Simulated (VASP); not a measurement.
# KBr (Fm-3m) in VASP: notebook, part 2 of 2

VASP 6.6.1.

## 3. Single point, PBE

INCAR

```
PREC     = Accurate       # precision mode
ENCUT    = 520            # plane-wave cutoff, eV
EDIFF    = 1E-7           # SCF threshold, eV
ISMEAR   = 0              # smearing method
SIGMA    = 0.05           # smearing width, eV
LREAL    = False          # projectors in reciprocal space
LASPH    = True           # aspherical terms in the spheres
NELM     = 60             # most SCF steps
ALGO     = Normal         # electronic algorithm
ISIF     = 2              # what is computed and relaxed
LWAVE    = False          # write WAVECAR
LCHARG   = False          # write CHGCAR
GGA      = PE             # functional
NBANDS   = 15             # bands
```

KPOINTS

```
regular mesh
0
Gamma
  8 8 8
```

POSCAR

```
KBr
1.0
    0.0000000000      3.2925000000      3.2925000000
    3.2925000000      0.0000000000      3.2925000000
    3.2925000000      3.2925000000      0.0000000000
K Br
1 1
Direct
    0.0000000000      0.0000000000      0.0000000000
    0.5000000000      0.5000000000      0.5000000000
```

Potentials or basis: VASP PAW PBE potentials, release 64 (K_sv, Br).

Command:

```sh
$ cat potpaw_PBE.64/K_sv/POTCAR potpaw_PBE.64/Br/POTCAR > POTCAR
$ mpirun -np 1 vasp_std > vasp.out
```

OUTCAR:

```text
PREC = Accurate
   ENCUT = 520
   EDIFF = 1E-7
   ISMEAR = 0
   LREAL = False
   LASPH = True
   NELM = 60
   ISIF = 2
   GGA = PE

 ion  position               nearest neighbor table
   1  0.000  0.000  0.000-   2 3.29   2 3.29   2 3.29   2 3.29   2 3.29   2 3.29
   2  0.500  0.500  0.500-   1 3.29   1 3.29   1 3.29   1 3.29   1 3.29   1 3.29

  LATTYP: Found a face centered cubic cell.
 ALAT       =     6.5850000000

  Lattice vectors:

 A1 = (   0.0000000000,   3.2925000000,   3.2925000000)
 A2 = (   3.2925000000,   0.0000000000,   3.2925000000)
 A3 = (   3.2925000000,   3.2925000000,   0.0000000000)

Analysis of symmetry for initial positions (statically):
=====================================================================
 Subroutine PRICEL returns:
 Original cell was already a primitive cell.

 Routine SETGRP: Setting up the symmetry group for a
 face centered cubic supercell.

 Subroutine GETGRP returns: Found 48 space group operations
 (whereof 48 operations were pure point group operations)
 out of a pool of 48 trial point group operations.

The static configuration has the point symmetry O_h .

Analysis of symmetry for dynamics (positions and initial velocities):
=====================================================================
 Subroutine PRICEL returns:
 Original cell was already a primitive cell.

 Routine SETGRP: Setting up the symmetry group for a
 face centered cubic supercell.

 Subroutine GETGRP returns: Found 48 space group operations
 (whereof 48 operations were pure point group operations)
 out of a pool of 48 trial point group operations.

The dynamic configuration has the point symmetry O_h .

 Subroutine INISYM returns: Found 48 space group operations
 (whereof 48 operations are pure point group operations),
 and found     1 'primitive' translations

----------------------------------------------------------------------------------------

                                     Primitive cell

  volume of cell :      71.3851

  direct lattice vectors                    reciprocal lattice vectors
     0.000000000  3.292500000  3.292500000    -0.151860289  0.151860289  0.151860289
     3.292500000  0.000000000  3.292500000     0.151860289 -0.151860289  0.151860289
     3.292500000  3.292500000  0.000000000     0.151860289  0.151860289 -0.151860289

  length of vectors
     4.656298154  4.656298154  4.656298154     0.263029735  0.263029735  0.263029735

  position of ions in fractional coordinates (direct lattice)
     0.000000000  0.000000000  0.000000000
     0.500000000  0.500000000  0.500000000

  ion indices of the primitive-cell ions
   primitive index   ion index
                 1           1
                 2           2

----------------------------------------------------------------------------------------

 KPOINTS: regular mesh

Automatic generation of k-mesh.
 Grid dimensions read from file:
 generate k-points for:    8    8    8

 Generating k-lattice:

  Cartesian coordinates                     Fractional coordinates (reciprocal lattice)
    -0.018982536  0.018982536  0.018982536     0.125000000  0.000000000  0.000000000
     0.018982536 -0.018982536  0.018982536     0.000000000  0.125000000  0.000000000
     0.018982536  0.018982536 -0.018982536     0.000000000  0.000000000  0.125000000

  Length of vectors
     0.032878717  0.032878717  0.032878717

  Shift w.r.t. Gamma in fractional coordinates (k-lattice)
     0.000000000  0.000000000  0.000000000

 Subroutine IBZKPT returns following result:
 ===========================================

 Found     29 irreducible k-points:

 Following reciprocal coordinates:
            Coordinates               Weight
  0.000000  0.000000  0.000000      1.000000
  0.125000  0.000000  0.000000      8.000000
  0.250000  0.000000  0.000000      8.000000
  0.375000  0.000000  0.000000      8.000000
  0.500000  0.000000  0.000000      4.000000
  0.125000  0.125000  0.000000      6.000000
[... 16 lines left out ...]
  0.500000  0.250000  0.125000     48.000000
 -0.375000  0.250000  0.125000     24.000000
 [... further k-points ...]
   k-points           NKPTS =     29   k-points in BZ     NKDIM =     29   number of bands    NBANDS=     15
   number of dos      NEDOS =    301   number of ions     NIONS =      2
   total plane-waves  NPLWV =  46656
   dimension x,y,z NGX =    36 NGY =   36 NGZ =   36
   dimension x,y,z NGXF=    72 NGYF=   72 NGZF=   72
   ions per type =               1   1
   NGX,Y,Z   is equivalent  to a cutoff of  12.85, 12.85, 12.85 a.u.
   NGXF,Y,Z  is equivalent  to a cutoff of  25.71, 25.71, 25.71 a.u.
 SYSTEM =  unknown system
   PREC   = accura    normal or accurate (medium, high low for compatibility)
   ISTART =      0    job   : 0-new  1-cont  2-samecut
   ICHARG =      2    charge: 1-file 2-atom 10-const
   ISPIN  =      1    spin polarized calculation?
   LNONCOLLINEAR =      F non collinear calculations
   LSORBIT =      F    spin-orbit coupling
   LASPH  =      T    aspherical Exc in radial PAW
   ENCUT  =  520.0 eV  38.22 Ry    6.18 a.u.   8.66  8.66  8.66*2*pi/ulx,y,z
   NELM   =     60;   NELMIN=  2; NELMDL= -5     # of ELM steps
   EDIFF  = 0.1E-06   stopping-criterion for ELM
   LREAL  =      F    real-space projection
   EDIFFG = 0.1E-05   stopping-criterion for IOM
   NSW    =      0    number of steps for IOM
   IBRION =     -1    ionic relax: 0-MD 1-quasi-New 2-CG
   NFREE  =      0    steps in history (QN), initial steepest desc. (CG)
   ISIF   =      2    stress and relaxation
   ISYM   =      2    0-nonsym 1-usesym 2-fastsym
   POTIM  = 0.5000    time-step for ionic-motion
   TEBEG  =    0.0;   TEEND  =   0.0 temperature during run
   PSTRESS=    0.0 pullay stress
   NELECT =      16.0000    total number of electrons
   NUPDOWN=      -1.0000    fix difference up-down
   EMIN   =  10.00;   EMAX   =-10.00  energy-range for DOS
   EFERMI =   0.00;   METHOD = LEGACY
   ISMEAR =     0;   SIGMA  =   0.05  broadening in eV -4-tet -1-fermi 0-gaus
   EFERMI_NEDOS =   21; number of points for ismear=-14 and -15
   IALGO  =     38    algorithm
   IMIX   =      4    mixing-type and parameters
     AMIX     =   0.40;   BMIX     =  1.00
     AMIX_MAG =   1.60;   BMIX_MAG =  1.00
  volume/ion in A,a.u.               =      35.69       240.87
  Fermi-wavevector in a.u.,A,eV,Ry     =   0.994441  1.879221 13.454978  0.988913
  Thomas-Fermi vector in A             =   2.126392
   LORBIT       =      0    0 simple, 1 ext, 2 COOP (PROOUT), +10 PAW based schemes
   GGA     = PE    functional components
   LHFCALC =     F    Hartree Fock is set to
   AEXX    =    0.0000 exact exchange contribution
   IVDW    =     0    specifies the selected vdW correction
   LEPSILON=     F    determine dielectric tensor
   LRPA    =     F    only Hartree local field effects (RPA)
 non-spin polarized calculation
 Gauss-broadening in eV      SIGMA  =   0.05
  energy-cutoff  :      520.00
  volume of cell :       71.39
 maximum number of plane-waves:      1936
   NGX = 17   NGY = 17   NGZ = 17

 number of electron      15.9999998 magnetization

 Free energy of the ion-electron system (eV)
  ---------------------------------------------------
  ext. energy  EPLUGINS =         0.00000000
  ---------------------------------------------------
  free energy    TOTEN  =        -6.21255011 eV

  energy without entropy =       -6.21255011  energy(sigma->0) =       -6.21255011

 E-fermi :  -1.4453     XC(G=0):  -7.3979

 val. band max:       -1.7133663829   @ k =   0.0000   0.0000   0.0000
 cond. band min:       2.7389367092   @ k =   0.0000   0.0000   0.0000
 fundamental gap:      4.4523030921
 Fermi energy:        -1.4452516672

 k-point     1 :       0.0000    0.0000    0.0000
  band No.  band energies     occupation
      1     -29.4799      2.00000
      2     -14.0140      2.00000
      3     -12.9578      2.00000
      4     -12.9578      2.00000
      5     -12.9578      2.00000
      6      -1.7134      2.00000
      7      -1.7134      2.00000
      8      -1.7134      2.00000
      9       2.7389      0.00000
     10       5.8921      0.00000
     11       5.8921      0.00000
     12       5.8921      0.00000
     13       6.7197      0.00000
     14       6.7197      0.00000
     15       9.9067      0.00000
[... 397 lines left out ...]
 k-point    24 :      -0.3750    0.2500    0.1250
  band No.  band energies     occupation
      1     -29.4732      2.00000
      2     -14.1106      2.00000
      3     -12.9932      2.00000
      4     -12.9782      2.00000
      5     -12.7897      2.00000
      6      -2.6864      2.00000
      7      -2.1850      2.00000
      8      -2.0768      2.00000
      9       5.3144      0.00000
     10       6.1021      0.00000
     11       7.2013      0.00000
     12       7.6275      0.00000
     13       8.3793      0.00000
     14       8.8766      0.00000
     15       9.3710      0.00000

 [... further k-points ...]
[... 5 lines left out ...]
  --------------------------------------------------------------------------------------
  -------------------------------------------------------------------------------------
  Total        0.3884164      0.3884164      0.3884164      0.0000000      0.0000000      0.0000000
  in kB        8.7176783      8.7176783      8.7176783      0.0000000      0.0000000      0.0000000
  external PRESSURE =       8.7176783 kB  Pullay stress =       0.0000000 kB

 VOLUME and BASIS-vectors are now :
 -----------------------------------------------------------------------------
  energy-cutoff  :      520.00
  volume of cell :       71.39
      direct lattice vectors                 reciprocal lattice vectors
     0.000000000  3.292500000  3.292500000    -0.151860289  0.151860289  0.151860289
     3.292500000  0.000000000  3.292500000     0.151860289 -0.151860289  0.151860289
     3.292500000  3.292500000  0.000000000     0.151860289  0.151860289 -0.151860289

 POSITION                                       TOTAL-FORCE (eV/Angst)
 -----------------------------------------------------------------------------------
      0.00000      0.00000      0.00000         0.000000     -0.000000      0.000000
      3.29250      3.29250      3.29250        -0.000000      0.000000     -0.000000
 -----------------------------------------------------------------------------------
    total drift:                                0.000000      0.000000      0.000000

  FREE ENERGIE OF THE ION-ELECTRON SYSTEM (eV)
  ---------------------------------------------------
  free  energy   TOTEN  =        -6.2125501140 eV

  energy  without entropy=       -6.2125501140  energy(sigma->0) =       -6.21255011
```

Wall time 1.8 min (1 thread of AMD EPYC 7R13, shared host); peak memory 0.19 GiB.

Results:

- Free energy: -6.2126 eV
- Pressure: 0.9 GPa
- Band gap on the k mesh: 4.45 eV, direct

Levels at points of the mesh, in eV from the valence-band top:
```
           k point  band 4  band 5  band 6  band 7  band 8  band 9  band 10  band 11  band 12  band 13
(0.00, 0.00, 0.00)  -11.24  -11.24    0.00    0.00    0.00    4.45     7.61     7.61     7.61     8.43
(0.50, 0.00, 0.00)  -11.25  -10.99   -1.19   -0.34   -0.34    6.61     8.26     9.78     9.78    10.10
(0.50, 0.50, 0.00)  -11.28  -11.28   -0.82   -0.29   -0.29    5.86     7.22     9.38     9.55     9.70
```
